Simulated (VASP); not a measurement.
# Be12N in VASP: a series of runs, part 2 of 2

VASP 6.6.1. The steps go on from the part before.

### Step 3. Single point, PBE+D3(BJ)

Contents of INCAR:

```
SYSTEM = Be12N
  PREC = Accurate
  ENCUT = 520
  EDIFF = 1E-6
  ISMEAR = -1
  SIGMA = 0.1
  LREAL = Auto
  LASPH = .TRUE.
  NELM = 100
  ALGO = Normal
  ISIF = 2
  LWAVE = .FALSE.
  LCHARG = .FALSE.
  GGA = PE
  IVDW = 12
  NBANDS = 48
```

Contents of KPOINTS:

```
regular mesh
0
G
  4 3 1
  0 0 0
```

Contents of POSCAR:

```
Be12N
1.0
    4.5800000000      0.0000000000      0.0000000000
    3.4350000000      5.9495950000      0.0000000000
    0.0000000000      0.0000000000     17.3826450000
Be N
24 2
Direct
   -0.1666666387      0.2222221849      0.0575286442
    0.3333333613      0.2222221849      0.0575286442
   -0.1666665966      0.5555554622      0.0575286442
    0.3333334034      0.5555554622      0.0575286442
   -0.1666665546      0.8888887395      0.0575286442
    0.3333334454      0.8888887395      0.0575286442
   -0.0014451981      0.0020762758      0.1628279816
    0.5005763958     -0.0045586296      0.1636662315
   -0.0029829203      0.3307778092      0.1594060628
    0.5013340024      0.3313960026      0.1602775067
    0.0027381073      0.6679558861      0.1583917177
    0.4980464920      0.6691447065      0.1598447187
   -0.1747087495      0.2377281143      0.2653381577
    0.3273106636      0.2288789405      0.2629993307
   -0.1576636960      0.5570476646      0.2545861691
    0.3410533300      0.5517891554      0.2569645183
   -0.1563576191      0.8844386887      0.2646722636
    0.3364197949      0.8725057756      0.2794841637
   -0.0435870062      0.0533590942      0.3793239176
    0.5036822348      0.0142184468      0.3669808594
   -0.0092840388      0.3562820663      0.3646668847
    0.4633580321      0.3464175293      0.3748499725
   -0.2855858878      0.6881500337      0.4231402068
    0.1448695675      0.7130065156      0.3718199963
    0.3453629855      0.8571879262      0.3947524672
    0.0924892828      0.5174908544      0.4156829412
```

Potentials or basis: VASP PAW PBE potentials, release 64 (Be, N).

Started as:

```bash
> cat potpaw_PBE.64/Be/POTCAR potpaw_PBE.64/N/POTCAR > POTCAR
> mpirun -np 1 vasp_std > vasp.out
```

OUTCAR:

```text
SYSTEM = Be12N
   PREC = Accurate
   ENCUT = 520
   EDIFF = 1E-6
   ISMEAR = -1
   LREAL = Auto
   LASPH = .TRUE.
   NELM = 100
   ISIF = 2
   GGA = PE
   IVDW = 12
 IVDW          = 12

 ion  position               nearest neighbor table
   1  0.833  0.222  0.058-   9 2.19  10 2.22   7 2.25   4 2.29   3 2.29   2 2.29   2 2.29   5 2.29
                             6 2.29
   2  0.333  0.222  0.058-   9 2.22  10 2.22   8 2.29   3 2.29   4 2.29   1 2.29   1 2.29   6 2.29
                             5 2.29
   3  0.833  0.556  0.058-  11 2.21   9 2.22  12 2.22   2 2.29   5 2.29   6 2.29   1 2.29   4 2.29
                             4 2.29
   4  0.333  0.556  0.058-  11 2.19  12 2.22  10 2.23   1 2.29   6 2.29   5 2.29   2 2.29   3 2.29
                             3 2.29
   5  0.833  0.889  0.058-  11 2.19   7 2.26   8 2.27   3 2.29   4 2.29   6 2.29   6 2.29   1 2.29
                             2 2.29
   6  0.333  0.889  0.058-  12 2.21   8 2.26   7 2.26   4 2.29   3 2.29   5 2.29   5 2.29   2 2.29
                             1 2.29
   7  0.999  0.002  0.163-  17 2.21   1 2.25   9 2.26   6 2.26   5 2.26  13 2.27  10 2.27   8 2.28
                            11 2.29  12 2.29   8 2.30
   8  0.501  0.995  0.164-  14 2.22  17 2.22  12 2.25   6 2.26   5 2.27   7 2.28  11 2.28   2 2.29
                             7 2.30   9 2.31  10 2.31
[... 560 lines left out ...]
     40       3.9070      0.00000
     41       4.1960      0.00000
 [bands above 41 left out]

------------------------ aborting loop because EDIFF is reached ----------------------------------------

 Edisp (eV)   -6.29849

 E8    (eV) :    -2.2469

  FORCE on cell =-STRESS in cart. coord.  units (eV):
  Direction    XX          YY          ZZ          XY          YZ          ZX
  --------------------------------------------------------------------------------------
  -------------------------------------------------------------------------------------
  Total     -19.85023   -12.50573     0.09290     2.63074     0.00084    -0.06435
  in kB     -67.14402   -42.30102     0.31425     8.89857     0.00283    -0.21765
  external pressure =      -36.38 kB  Pullay stress =        0.00 kB

 VOLUME and BASIS-vectors are now :
 -----------------------------------------------------------------------------
  energy-cutoff  :      520.00
  volume of cell :      473.66
      direct lattice vectors                 reciprocal lattice vectors
     4.580000000  0.000000000  0.000000000     0.218340611 -0.126059001  0.000000000
     3.435000000  5.949595000  0.000000000     0.000000000  0.168078668  0.000000000
     0.000000000  0.000000000 17.382645000     0.000000000  0.000000000  0.057528644

 POSITION                                       TOTAL-FORCE (eV/Angst)
 -----------------------------------------------------------------------------------
      4.58000      1.32213      1.00000        -0.090786     -0.055772      0.029139
      2.29000      1.32213      1.00000         0.106151     -0.102587     -0.147419
      5.72500      3.30533      1.00000         0.087133      0.003237     -0.027900
      3.43500      3.30533      1.00000        -0.045505     -0.106602     -0.107001
      6.87000      5.28853      1.00000        -0.069992      0.147074     -0.098431
      4.58000      5.28853      1.00000         0.037773      0.110647      0.292682
[... 18 lines left out ...]
      4.52620      5.09992      6.86184         0.011288     -0.027318      0.019064
      2.20118      3.07886      7.22567        -0.011049      0.019119      0.018486
 -----------------------------------------------------------------------------------
    total drift:                               -0.000822     -0.001002     -0.002023

  FREE ENERGIE OF THE ION-ELECTRON SYSTEM (eV)
  ---------------------------------------------------
  free  energy   TOTEN  =      -110.2373536338 eV

  energy  without entropy=     -110.0476819693  energy(sigma->0) =     -110.14251780
```

It took 3.4 min on 1 thread of Intel Xeon 6975P-C (Granite Rapids), shared host; peak memory 0.58 GiB.

Results:

```
Free energy                : -110.2374 eV
Largest force              : 0.315 eV/Å
Band gap on the k mesh     : zero (band 29 reaches 0.38 eV, above the bottom of band 30 at -0.21 eV)
Dispersion energy per atom : -0.242 eV
```

Forces in eV/Å, atoms in the order of the input:
```
Be  -0.091 -0.056  0.029
Be   0.106 -0.103 -0.147
Be   0.087  0.003 -0.028
Be  -0.046 -0.107 -0.107
Be  -0.070  0.147 -0.098
Be   0.038  0.111  0.293
Be   0.008  0.001  0.013
Be   0.002  0.003  0.009
Be   0.011  0.001 -0.004
Be   0.001  0.010  0.006
Be  -0.003  0.004  0.000
Be   0.001  0.000  0.002
Be  -0.013 -0.012  0.001
Be  -0.007 -0.010 -0.006
Be  -0.009 -0.003  0.019
Be  -0.027 -0.007 -0.001
Be   0.001  0.008  0.011
Be  -0.014 -0.002 -0.016
Be  -0.016  0.024 -0.010
Be   0.036  0.007  0.011
Be  -0.020 -0.007 -0.002
Be   0.022 -0.014 -0.004
Be   0.015 -0.007  0.011
Be  -0.011  0.015 -0.017
N    0.011 -0.027  0.019
N   -0.011  0.019  0.018
```

Caveat: the k points lie up to 0.40 Å⁻¹ apart.
